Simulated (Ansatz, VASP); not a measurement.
# Two plane-wave programs on PbS

```
Pb S
1.0
     2.05694   -3.56583    0.00000
     2.05694    3.56583    0.00000
     0.00000    0.00000    7.55994
Pb S
2 2
Cartesian
  2.0569 3.5585 3.6797
  2.0569 -3.5585 7.4596
  2.0569 -1.1920 5.2350
  2.0569 1.1920 1.4550
```

Alike in both runs: task relaxation of cell and atoms; functional PBEsol; k mesh 5 × 5 × 3; no spin polarisation.

|  | VASP | Ansatz |
| --- | --- | --- |
| version | VASP 6.6.1 | Ansatz 0.2.0 |
| potentials or method | VASP PAW PBE potentials, release 64 (Pb_d, S) | plane waves, PAW |
| plane-wave cutoff (eV) | 500 | 420 |
| occupations | gaussian, width 0.01 eV | fixed |
| valence electrons in the cell | 40 | 40 |

|  | VASP | Ansatz | Ansatz less VASP |
| --- | --- | --- | --- |
| relaxed volume (Å³/atom) | 26.24 | 26.26 | +0.012 |
| relaxed cell length with the largest relative difference (Å) | 7.315 | 7.312 | -0.0033 |

VASP's potentials were made for PBE, not for PBEsol.

Spin-orbit coupling is off throughout.
